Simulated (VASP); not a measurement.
NaI, 2 atoms in the cell. It takes space group Fm-3m (No. 225, cubic). Conventional cell: a = 6.385 Å, b = 6.385 Å, c = 6.385 Å, α = 90.00°, β = 90.00°, γ = 90.00°. Within 4.2 Å of Na (site symmetry m-3m) lie 6 I at 3.19 Å. Within 4.2 Å of I (site symmetry m-3m) lie 6 Na at 3.19 Å.  This cell differs from its parent crystal: volume scaled by 0.96.

| Item | Value |
| --- | --- |
| Program | VASP 6.6.1 |
| Task | single point |
| Functional | LDA |
| Potentials or basis | VASP PAW LDA potentials, release 64 (Na_pv, I) |
| Cutoff | 520 eV |
| k mesh | 8 × 8 × 8 |
| Occupations | fermi-dirac, width 0.02 eV |
| Spin | no spin polarisation |
| Dipole correction | no |
| Further INCAR settings | ALGO = Normal; EDIFF = 1e-07; NBANDS = 14 |

Potentials or basis: VASP PAW LDA potentials, release 64 (Na_pv, I).

Launch:

```console
$ cat potpaw_LDA.64/Na_pv/POTCAR potpaw_LDA.64/I/POTCAR > POTCAR
$ mpirun -np 1 vasp_std > vasp.out
```

Hardware: 1 thread of Intel(R) Xeon(R) Platinum 8488C (Sapphire Rapids), with other jobs on the host.

Task: Estimate the wall time of this run.

Result: It took 16 s on 1 thread of Intel(R) Xeon(R) Platinum 8488C (Sapphire Rapids) (shared host), peak memory 0.18 GiB. Counts: scf iterations 11, k points 29.
